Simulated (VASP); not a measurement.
# TaPbO4 (P4/mmm) in VASP: further runs

The runs below take TaPbO4 through single point, relaxation of cell and atoms, with PBE.

All numbers are computed with VASP 6.6.1; they aren't measurements. Logs are shortened: lines on timing, memory, paths and dates and some standing lists are left out, and cuts for length are marked.

### 1 The cell of the first run

It takes space group P4/mmm (No. 123, tetragonal). The conventional cell has a = 3.618 Å, b = 3.618 Å, c = 5.471 Å, α = 90.00°, β = 90.00°, γ = 90.00°. Ta (site symmetry 4/mmm) has 8 O at 2.16 Å within 2.9 Å. Pb (site symmetry 4/mmm) has 8 O at 2.39 Å within 3.2 Å. O (site symmetry 2mm) has 2 Ta at 2.16 Å and 5 O at 2.35 to 2.56 Å and 2 Pb at 2.39 Å within 2.9 Å.

### 2 Single point, PBE

INCAR

```
SYSTEM = TaPbO4
PREC = Accurate
ENCUT = 600
EDIFF = 1E-6
ISMEAR = 0
SIGMA = 0.1
LREAL = .FALSE.
LASPH = .TRUE.
NELM = 120
ALGO = Normal
ISIF = 2
LWAVE = .FALSE.
LCHARG = .TRUE.
GGA = PE
LELF = .TRUE.
LVHAR = .TRUE.
NBANDS = 34
GGA_COMPAT = .FALSE.
```

KPOINTS

```
regular mesh
0
G
  4 4 4
  0 0 0
```

POSCAR

```
TaPbO4
1.0
    3.6181204598      0.0000000000      0.0000000000
    0.0000000000      3.6181204598      0.0000000000
    0.0000000000      0.0000000000      5.4712105538
Ta Pb O
1 1 4
Direct
    0.0000000000      0.0000000000      0.0000000000
    0.5000000000      0.5000000000      0.5000000000
    0.5000000000      0.0000000000      0.7850070078
    0.0000000000      0.5000000000      0.2149929922
    0.5000000000      0.0000000000      0.2149929922
    0.0000000000      0.5000000000      0.7850070078
```

Potentials or basis: VASP PAW PBE potentials, release 64 (Ta_pv, Pb_d, O).

Started as:

```sh
$ cat potpaw_PBE.64/Ta_pv/POTCAR potpaw_PBE.64/Pb_d/POTCAR potpaw_PBE.64/O/POTCAR > POTCAR
$ mpirun -np 1 vasp_std > vasp.out
```

OUTCAR:

```text
SYSTEM = TaPbO4
   PREC = Accurate
   ENCUT = 600
   EDIFF = 1E-6
   ISMEAR = 0
   LREAL = .FALSE.
   LASPH = .TRUE.
   NELM = 120
   ISIF = 2
   GGA = PE

 ion  position               nearest neighbor table
   1  0.000  0.000  0.000-   3 2.16   4 2.16   5 2.16   6 2.16   4 2.16   6 2.16   3 2.16   5 2.16
                             2 3.75   2 3.75   2 3.75   2 3.75   2 3.75   2 3.75   2 3.75   2 3.75
   2  0.500  0.500  0.500-   3 2.39   4 2.39   5 2.39   6 2.39   3 2.39   5 2.39   4 2.39   6 2.39
                             1 3.75   1 3.75   1 3.75   1 3.75   1 3.75   1 3.75   1 3.75   1 3.75
   3  0.500  0.000  0.785-   1 2.16   1 2.16   2 2.39   2 2.39
   4  0.000  0.500  0.215-   1 2.16   1 2.16   2 2.39   2 2.39
   5  0.500  0.000  0.215-   1 2.16   1 2.16   2 2.39   2 2.39
   6  0.000  0.500  0.785-   1 2.16   1 2.16   2 2.39   2 2.39

  LATTYP: Found a simple tetragonal cell.
 ALAT       =     3.6181204598
 C/A-ratio  =     1.5121692643

  Lattice vectors:

 A1 = (   3.6181204598,   0.0000000000,   0.0000000000)
 A2 = (   0.0000000000,   3.6181204598,   0.0000000000)
 A3 = (   0.0000000000,   0.0000000000,   5.4712105538)

Analysis of symmetry for initial positions (statically):
=====================================================================
 Subroutine PRICEL returns:
 Original cell was already a primitive cell.

 Routine SETGRP: Setting up the symmetry group for a
 simple tetragonal supercell.

 Subroutine GETGRP returns: Found 16 space group operations
 (whereof 16 operations were pure point group operations)
 out of a pool of 16 trial point group operations.

The static configuration has the point symmetry D_4h.

Analysis of symmetry for dynamics (positions and initial velocities):
=====================================================================
 Subroutine PRICEL returns:
 Original cell was already a primitive cell.

 Routine SETGRP: Setting up the symmetry group for a
 simple tetragonal supercell.

 Subroutine GETGRP returns: Found 16 space group operations
 (whereof 16 operations were pure point group operations)
 out of a pool of 16 trial point group operations.

The dynamic configuration has the point symmetry D_4h.

 Subroutine INISYM returns: Found 16 space group operations
 (whereof 16 operations are pure point group operations),
 and found     1 'primitive' translations

----------------------------------------------------------------------------------------

                                     Primitive cell

  volume of cell :      71.6225

  direct lattice vectors                    reciprocal lattice vectors
     3.618120460  0.000000000  0.000000000     0.276386597  0.000000000  0.000000000
     0.000000000  3.618120460  0.000000000     0.000000000  0.276386597  0.000000000
     0.000000000  0.000000000  5.471210554     0.000000000  0.000000000  0.182774907

  length of vectors
     3.618120460  3.618120460  5.471210554     0.276386597  0.276386597  0.182774907

  position of ions in fractional coordinates (direct lattice)
     0.000000000  0.000000000  0.000000000
     0.500000000  0.500000000  0.500000000
     0.500000000  0.000000000  0.785007008
     0.000000000  0.500000000  0.214992992
     0.500000000  0.000000000  0.214992992
     0.000000000  0.500000000  0.785007008

  ion indices of the primitive-cell ions
   primitive index   ion index
                 1           1
                 2           2
                 3           3
                 4           4
                 5           5
                 6           6

----------------------------------------------------------------------------------------

 KPOINTS: regular mesh

Automatic generation of k-mesh.
 Grid dimensions read from file:
 generate k-points for:    4    4    4

 Generating k-lattice:

  Cartesian coordinates                     Fractional coordinates (reciprocal lattice)
     0.069096649  0.000000000  0.000000000     0.250000000  0.000000000  0.000000000
     0.000000000  0.069096649  0.000000000     0.000000000  0.250000000  0.000000000
     0.000000000  0.000000000  0.045693727     0.000000000  0.000000000  0.250000000

  Length of vectors
     0.069096649  0.069096649  0.045693727

  Shift w.r.t. Gamma in fractional coordinates (k-lattice)
     0.000000000  0.000000000  0.000000000

 Subroutine IBZKPT returns following result:
 ===========================================

 Found     18 irreducible k-points:

 Following reciprocal coordinates:
            Coordinates               Weight
  0.000000  0.000000  0.000000      1.000000
  0.250000  0.000000  0.000000      4.000000
  0.500000  0.000000  0.000000      2.000000
  0.250000  0.250000  0.000000      4.000000
  0.500000  0.250000  0.000000      4.000000
  0.500000  0.500000  0.000000      1.000000
[... 10 lines left out ...]
  0.500000  0.250000  0.500000      4.000000
  0.500000  0.500000  0.500000      1.000000
   k-points           NKPTS =     18   k-points in BZ     NKDIM =     18   number of bands    NBANDS=     34
   number of dos      NEDOS =    301   number of ions     NIONS =      6
   total plane-waves  NPLWV =  43200
   dimension x,y,z NGX =    30 NGY =   30 NGZ =   48
   dimension x,y,z NGXF=    60 NGYF=   60 NGZF=   96
   ions per type =               1   1   4
   NGX,Y,Z   is equivalent  to a cutoff of  13.78, 13.78, 14.59 a.u.
   NGXF,Y,Z  is equivalent  to a cutoff of  27.57, 27.57, 29.17 a.u.
 SYSTEM =  TaPbO4
   PREC   = accura    normal or accurate (medium, high low for compatibility)
   ISTART =      0    job   : 0-new  1-cont  2-samecut
   ICHARG =      2    charge: 1-file 2-atom 10-const
   ISPIN  =      1    spin polarized calculation?
   LNONCOLLINEAR =      F non collinear calculations
   LSORBIT =      F    spin-orbit coupling
   LASPH  =      T    aspherical Exc in radial PAW
   ENCUT  =  600.0 eV  44.10 Ry    6.64 a.u.   7.23  7.23 10.93*2*pi/ulx,y,z
   NELM   =    120;   NELMIN=  2; NELMDL= -5     # of ELM steps
   EDIFF  = 0.1E-05   stopping-criterion for ELM
   LREAL  =      F    real-space projection
   EDIFFG = 0.1E-04   stopping-criterion for IOM
   NSW    =      0    number of steps for IOM
   IBRION =     -1    ionic relax: 0-MD 1-quasi-New 2-CG
   NFREE  =      0    steps in history (QN), initial steepest desc. (CG)
   ISIF   =      2    stress and relaxation
   ISYM   =      2    0-nonsym 1-usesym 2-fastsym
   POTIM  = 0.5000    time-step for ionic-motion
   TEBEG  =    0.0;   TEEND  =   0.0 temperature during run
   PSTRESS=    0.0 pullay stress
   NELECT =      49.0000    total number of electrons
   NUPDOWN=      -1.0000    fix difference up-down
   EMIN   =  10.00;   EMAX   =-10.00  energy-range for DOS
   EFERMI =   0.00;   METHOD = LEGACY
   ISMEAR =     0;   SIGMA  =   0.10  broadening in eV -4-tet -1-fermi 0-gaus
   EFERMI_NEDOS =   21; number of points for ismear=-14 and -15
   IALGO  =     38    algorithm
   IMIX   =      4    mixing-type and parameters
     AMIX     =   0.40;   BMIX     =  1.00
     AMIX_MAG =   1.60;   BMIX_MAG =  1.00
  volume/ion in A,a.u.               =      11.94        80.56
  Fermi-wavevector in a.u.,A,eV,Ry     =   1.442526  2.725979 28.312115  2.080882
  Thomas-Fermi vector in A             =   2.561036
   LORBIT       =      0    0 simple, 1 ext, 2 COOP (PROOUT), +10 PAW based schemes
   GGA     = PE    functional components
   LHFCALC =     F    Hartree Fock is set to
   AEXX    =    0.0000 exact exchange contribution
   IVDW    =     0    specifies the selected vdW correction
   LEPSILON=     F    determine dielectric tensor
   LRPA    =     F    only Hartree local field effects (RPA)
 non-spin polarized calculation
 Gauss-broadening in eV      SIGMA  =   0.10
  energy-cutoff  :      600.00
  volume of cell :       71.62
 maximum number of plane-waves:      2432
 NGX is ok and might be reduce to    30
   NGX = 15   NGY = 15   NGZ = 21

 number of electron      48.9999998 magnetization

 Free energy of the ion-electron system (eV)
  ---------------------------------------------------
  ext. energy  EPLUGINS =         0.00000000
  ---------------------------------------------------
  free energy    TOTEN  =       -45.95345351 eV

  energy without entropy =      -45.94670745  energy(sigma->0) =      -45.95008048

 E-fermi :   6.0122     XC(G=0): -11.5880

 val. band max:        5.9534395419   @ k =   0.2500   0.2500   0.2500
 cond. band min:       6.3046845846   @ k =   0.5000   0.5000   0.5000
 fundamental gap:      0.3512450426
 Fermi energy:         6.0121818608

 k-point     1 :       0.0000    0.0000    0.0000
  band No.  band energies     occupation
      1     -29.9431      2.00000
      2     -29.7159      2.00000
      3     -29.7159      2.00000
      4     -13.6958      2.00000
      5     -12.1189      2.00000
      6     -12.0067      2.00000
[... 26 lines left out ...]
     33      12.9611      0.00000
     34      13.9544      0.00000

 k-point     2 :       0.2500    0.0000    0.0000
  band No.  band energies     occupation
      1     -29.9315      2.00000
      2     -29.7837      2.00000
      3     -29.7128      2.00000
      4     -13.2843      2.00000
      5     -12.1026      2.00000
      6     -12.0463      2.00000
[... 26 lines left out ...]
     33      13.9729      0.00000
     34      15.2800      0.00000

 k-point     3 :       0.5000    0.0000    0.0000
  band No.  band energies     occupation
      1     -29.9200      2.00000
      2     -29.8503      2.00000
      3     -29.7097      2.00000
      4     -12.6191      2.00000
      5     -12.3292      2.00000
      6     -11.9511      2.00000
[... 26 lines left out ...]
     33      15.0124      0.00000
     34      15.4682      0.00000

 k-point     4 :       0.2500    0.2500    0.0000
  band No.  band energies     occupation
      1     -29.9201      2.00000
      2     -29.7808      2.00000
      3     -29.7796      2.00000
      4     -12.8900      2.00000
      5     -12.1191      2.00000
      6     -12.0097      2.00000
[... 26 lines left out ...]
     33      14.6899      0.00000
     34      15.5025      0.00000

 k-point     5 :       0.5000    0.2500    0.0000
  band No.  band energies     occupation
      1     -29.9086      2.00000
      2     -29.8464      2.00000
      3     -29.7767      2.00000
      4     -12.2644      2.00000
      5     -12.1221      2.00000
      6     -12.0790      2.00000
[... 399 lines left out ...]
 k-point    16 :       0.2500    0.2500    0.5000
  band No.  band energies     occupation
      1     -29.9204      2.00000
      2     -29.7807      2.00000
      3     -29.7796      2.00000
      4     -12.7953      2.00000
      5     -12.1948      2.00000
      6     -11.9905      2.00000
[... 26 lines left out ...]
     33      13.8789      0.00000
     34      16.7200      0.00000

 k-point    17 :       0.5000    0.2500    0.5000
  band No.  band energies     occupation
      1     -29.9088      2.00000
      2     -29.8463      2.00000
      3     -29.7767      2.00000
      4     -12.5605      2.00000
      5     -12.0786      2.00000
      6     -12.0492      2.00000
[... 26 lines left out ...]
     33      15.1996      0.00000
     34      15.4452      0.00000

 k-point    18 :       0.5000    0.5000    0.5000
  band No.  band energies     occupation
      1     -29.8974      2.00000
      2     -29.8426      2.00000
      3     -29.8426      2.00000
      4     -12.2578      2.00000
      5     -12.2578      2.00000
      6     -11.7994      2.00000
[... 26 lines left out ...]
     33      13.1863      0.00000
     34      16.2503      0.00000

------------------------ aborting loop because EDIFF is reached ----------------------------------------

  FORCE on cell =-STRESS in cart. coord.  units (eV):
  Direction    XX          YY          ZZ          XY          YZ          ZX
  --------------------------------------------------------------------------------------
  -------------------------------------------------------------------------------------
  Total        0.0323818      0.0323818     -0.0058835      0.0000000      0.0000000      0.0000000
  in kB        0.7243723      0.7243723     -0.1316122      0.0000000      0.0000000      0.0000000
  external PRESSURE =       0.4390441 kB  Pullay stress =       0.0000000 kB

 VOLUME and BASIS-vectors are now :
 -----------------------------------------------------------------------------
  energy-cutoff  :      600.00
  volume of cell :       71.62
      direct lattice vectors                 reciprocal lattice vectors
     3.618120460  0.000000000  0.000000000     0.276386597  0.000000000  0.000000000
     0.000000000  3.618120460  0.000000000     0.000000000  0.276386597  0.000000000
     0.000000000  0.000000000  5.471210554     0.000000000  0.000000000  0.182774907

 POSITION                                       TOTAL-FORCE (eV/Angst)
 -----------------------------------------------------------------------------------
      0.00000      0.00000      0.00000         0.000000      0.000000      0.000000
      1.80906      1.80906      2.73561         0.000000      0.000000      0.000000
      1.80906      0.00000      4.29494         0.000000     -0.000000     -0.032094
      0.00000      1.80906      1.17627        -0.000000      0.000000      0.032094
      1.80906      0.00000      1.17627         0.000000     -0.000000      0.032094
      0.00000      1.80906      4.29494         0.000000      0.000000     -0.032094
 -----------------------------------------------------------------------------------
    total drift:                                0.000000     -0.000000      0.000000

  FREE ENERGIE OF THE ION-ELECTRON SYSTEM (eV)
  ---------------------------------------------------
  free  energy   TOTEN  =       -45.9534535120 eV

  energy  without entropy=      -45.9467074483  energy(sigma->0) =      -45.95008048
```

It took 2 min on 1 thread of Intel Xeon 8259CL, shared host; peak memory 0.22 GiB.

Results:

- Free energy: -45.9535 eV
- Pressure: 0.0 GPa
- Largest force: 0.032 eV/Å

Forces in eV/Å, atoms in the order of the input:
```
Ta   0.000  0.000  0.000
Pb   0.000  0.000  0.000
O    0.000  0.000 -0.032
O    0.000  0.000  0.032
O    0.000  0.000  0.032
O    0.000  0.000 -0.032
```

Levels at points of the mesh, in eV from the Fermi level:
| k point | band 20 | band 21 | band 22 | band 23 | band 24 | band 25 | band 26 | band 27 | band 28 | band 29 |
| --- | --- | --- | --- | --- | --- | --- | --- | --- | --- | --- |
| (0.00, 0.00, 0.00) | -2.10 | -1.57 | -1.57 | -1.18 | -1.18 | -1.13 | 1.57 | 2.05 | 6.29 | 6.75 |
| (0.50, 0.00, 0.00) | -3.13 | -3.02 | -2.43 | -2.04 | -1.23 | 0.45 | 1.36 | 2.55 | 2.98 | 4.61 |
| (0.50, 0.50, 0.00) | -2.33 | -1.95 | -1.95 | -1.19 | -0.65 | -0.47 | 1.50 | 4.21 | 4.21 | 4.24 |
| (0.00, 0.00, 0.50) | -1.82 | -1.82 | -1.43 | -1.32 | -1.32 | 0.99 | 1.56 | 1.73 | 5.27 | 5.65 |
| (0.50, 0.00, 0.50) | -3.59 | -3.09 | -3.04 | -2.74 | -2.64 | 1.45 | 1.53 | 2.98 | 4.55 | 4.97 |
| (0.50, 0.50, 0.50) | -3.54 | -3.50 | -1.24 | -0.81 | -0.31 | 0.29 | 1.66 | 2.23 | 3.58 | 3.58 |

Caveat: the k points lie up to 0.43 Å⁻¹ apart; spin-orbit coupling is left out, which moves the levels of the heavy elements; an odd number of electrons without spin polarisation forces a metal; a magnetic or distorted state may lie lower.

### 3 Relaxation of cell and atoms, PBE

This run uses another cell than the first one, of 12.66 Å³/atom, 1.061 times its volume.

INCAR

```
SYSTEM = TaPbO4
ALGO     = Normal         ! electronic algorithm
EDIFF    = 1E-7           ! SCF threshold, eV
EDIFFG   = -0.04          ! ionic threshold
ENCUT    = 600            ! plane-wave cutoff, eV
GGA      = PE             ! functional
GGA_COMPAT= .FALSE.      
IBRION   = 2              ! ionic algorithm
ISIF     = 3              ! what is computed and relaxed
ISMEAR   = 0              ! smearing method
LASPH    = .TRUE.         ! aspherical terms in the spheres
LCHARG   = .FALSE.        ! write CHGCAR
LREAL    = .FALSE.        ! projectors in reciprocal space
LWAVE    = .FALSE.        ! write WAVECAR
NELM     = 120            ! most SCF steps
NELMIN   = 4            
NSW      = 90             ! ionic steps
PREC     = Accurate       ! precision mode
SIGMA    = 0.1            ! smearing width, eV
```

KPOINTS

```
k-points
0
G
  4 4 4
  0 0 0
```

POSCAR

```
TaPbO4
1.0
    3.7531170600      0.0000000000      0.0000000000
    0.0000000000      3.7531170600      0.0000000000
    0.0000000000      0.0000000000      5.3932311400
Ta Pb O
1 1 4
Direct
    0.0000000000      0.0000000000      0.0000000000
    0.5000000000      0.5000000000      0.5000000000
    0.5000000000      0.0000000000      0.7631459800
    0.0000000000      0.5000000000      0.2368540200
    0.5000000000      0.0000000000      0.2368540200
    0.0000000000      0.5000000000      0.7631459800
```

Potentials or basis: VASP PAW PBE potentials, release 64 (Ta_pv, Pb_d, O).

Started as:

```sh
$ cat potpaw_PBE.64/Ta_pv/POTCAR potpaw_PBE.64/Pb_d/POTCAR potpaw_PBE.64/O/POTCAR > POTCAR
$ mpirun -np 1 vasp_std > vasp.out
```

Wall time 10 min (1 thread of Intel Xeon 8259CL, shared host); peak memory 0.24 GiB.

Results (log left out):

| Property | Result |
| --- | --- |
| Free energy | -45.9646 eV |
| Relaxed volume | 11.94 Å³/atom |
| Relaxed cell | a = 3.620 Å, b = 3.620 Å, c = 5.468 Å, α = 90.00°, β = 90.00°, γ = 90.00° |
| Space group after relaxing (to 0.05 Å) | P4/mmm (No. 123) |
| Energy gained by relaxing | 116.9 meV/atom |
| Ionic steps | 8 |
| Pressure after relaxing | -0.2 GPa |
| Largest force after relaxing | 0.015 eV/Å |

Forces on the atoms (eV/Å):
```
Ta   0.000  0.000  0.000
Pb   0.000  0.000  0.000
O    0.000  0.000 -0.015
O    0.000  0.000  0.015
O    0.000  0.000  0.015
O    0.000  0.000 -0.015
```

Stress tensor (GPa, compression positive):
```
-0.24  0.00  0.00
 0.00 -0.24  0.00
 0.00  0.00 -0.03
```

The path:
```
step  energy change (eV)  largest force (eV/Å)  pressure (GPa)  volume (Å³)
   1              0.0000                1.8211          -13.63        75.97
   2             -0.2100                0.2738           24.12        64.72
   3             -0.5260                0.8315            4.34        69.23
   4             -0.6860                0.1650            1.61        70.75
   5             -0.6997                0.0885            0.80        71.35
   6             -0.6996                0.1061            0.75        71.39
   7             -0.6994                0.0809           -1.15        71.96
   8             -0.7012                0.0154           -0.17        71.66
```

Final structure:
```
Ta Pb O
1.0
     3.62018    0.00000    0.00000
     0.00000    3.62018    0.00000
     0.00000    0.00000    5.46812
Ta Pb O
1 1 4
Direct
  0.00000 0.00000 0.00000
  0.50000 0.50000 0.50000
  0.50000 0.00000 0.78480
  0.00000 0.50000 0.21520
  0.50000 0.00000 0.21520
  0.00000 0.50000 0.78480
```

Levels at points of the mesh, in eV from the Fermi level:
```tsv
k point	band 21	band 22	band 23	band 24	band 25	band 26	band 27	band 28
(0.00, 0.00, 0.00)	-1.58	-1.58	-1.19	-1.19	-1.13	1.56	2.03	6.27
(0.50, 0.00, 0.00)	-3.02	-2.43	-2.04	-1.24	0.45	1.34	2.54	2.99
(0.50, 0.50, 0.00)	-1.96	-1.96	-1.20	-0.67	-0.48	1.49	4.19	4.19
(0.00, 0.00, 0.50)	-1.83	-1.44	-1.33	-1.33	0.98	1.55	1.72	5.25
(0.50, 0.00, 0.50)	-3.09	-3.05	-2.74	-2.65	1.45	1.52	2.97	4.53
(0.50, 0.50, 0.50)	-3.51	-1.25	-0.82	-0.32	0.30	1.64	2.22	3.56
```

Caveat: the k points lie up to 0.43 Å⁻¹ apart in the final cell; spin-orbit coupling is left out, which moves the levels of the heavy elements; an odd number of electrons without spin polarisation forces a metal; a magnetic or distorted state may lie lower.
